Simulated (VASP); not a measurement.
Write the native input for VASP 6.6.1 that does the following.

* Task: electric field gradients
* Functional: PBE
* Potentials or basis: VASP PAW PBE potentials, release 64 (Ag)
* Cutoff: 520 eV
* k mesh: 15 × 15 × 15
* Occupations: fermi-dirac, width 0.05 eV
* Spin: no spin polarisation
* Dipole correction: no
* Further INCAR settings: ALGO = Normal; EDIFF = 1e-08; NBANDS = 12

The structure of Ag lies in POSCAR:

```
Ag
1.0
    0.0000000000      2.0224612152      2.0224612152
    2.0224612152      0.0000000000      2.0224612152
    2.0224612152      2.0224612152      0.0000000000
Ag
1
Direct
    0.0000000000      0.0000000000      0.0000000000
```

This cell differs from its parent crystal: volume scaled by 0.97.

These files were run (other wordings do the same):

INCAR

```
PREC = Accurate
ENCUT = 520
EDIFF = 1E-8
ISMEAR = -1
SIGMA = 0.05
LREAL = F
LASPH = T
NELM = 60
ALGO = Normal
ISIF = 2
LWAVE = F
LCHARG = F
GGA = PE
LEFG = T
NBANDS = 12
```

KPOINTS

```
regular mesh
0
Gamma
  15 15 15
```

Potentials or basis: VASP PAW PBE potentials, release 64 (Ag).

The run is started by

```sh
$ cat potpaw_PBE.64/Ag/POTCAR > POTCAR
$ mpirun -np 1 vasp_std > vasp.out
```

It gave:

```
Pressure : 8.2 GPa
```

Caveat: without QUAD_EFG the Cq values of the log hold for a quadrupole moment of 1 mb, not for the nuclei.

Wall time 12 s on 1 thread of Intel(R) Xeon(R) Platinum 8488C (Sapphire Rapids) (shared host), peak memory 0.15 GiB.
